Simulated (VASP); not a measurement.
The system is TiGePd3.

```
Ti Ge Pd
1.0
     4.18473    0.00000    0.00000
     0.00000    4.18473    0.00000
     0.00000    0.00000    4.18473
Ti Ge Pd
1 1 3
Direct
  0.00000 0.00000 0.00000
  0.50000 0.50000 0.50000
  0.00000 0.50000 0.50000
  0.50000 0.00000 0.50000
  0.50000 0.50000 0.00000
```

- Program: VASP 6.6.1
- Task: relaxation of cell and atoms
- Functional: PBE
- Potentials or basis: VASP PAW PBE potentials, release 64 (Ti_sv, Ge_d, Pd)
- Cutoff: 600 eV
- k mesh: 4 × 4 × 4
- Occupations: gaussian, width 0.1 eV
- Spin: no spin polarisation

At the start: pressure 59.8 GPa; volume 14.66 Å³/atom.

Q: How do energy, volume and symmetry change on relaxing?

A: Over 5 steps the energy falls by 669.2 meV/atom and the volume is 19.40 Å³/atom (+32.4 %); space group Pm-3m (No. 221, to 0.05 Å).

The path:
| step | energy change (eV) | largest force (eV/Å) | pressure (GPa) | volume (Å³) |
| --- | --- | --- | --- | --- |
| 1 | 0.0000 | 0.0000 | 59.76 | 73.28 |
| 2 | 0.5005 | 0.0000 | -15.79 | 147.90 |
| 3 | -3.3230 | 0.0000 | -2.66 | 99.68 |
| 4 | -3.3424 | 0.0000 | -1.06 | 98.03 |
| 5 | -3.3458 | 0.0000 | 0.02 | 97.00 |

Final structure:
```
Ti Ge Pd
1.0
     4.59467    0.00000    0.00000
     0.00000    4.59467    0.00000
     0.00000    0.00000    4.59467
Ti Ge Pd
1 1 3
Cartesian
  0.0000 0.0000 0.0000
  2.2973 2.2973 2.2973
  0.0000 2.2973 2.2973
  2.2973 0.0000 2.2973
  2.2973 2.2973 0.0000
```

Caveat: the k points lie up to 0.34 Å⁻¹ apart in the final cell; the volume moved by over 15 % at a fixed basis, so the end points are rough.
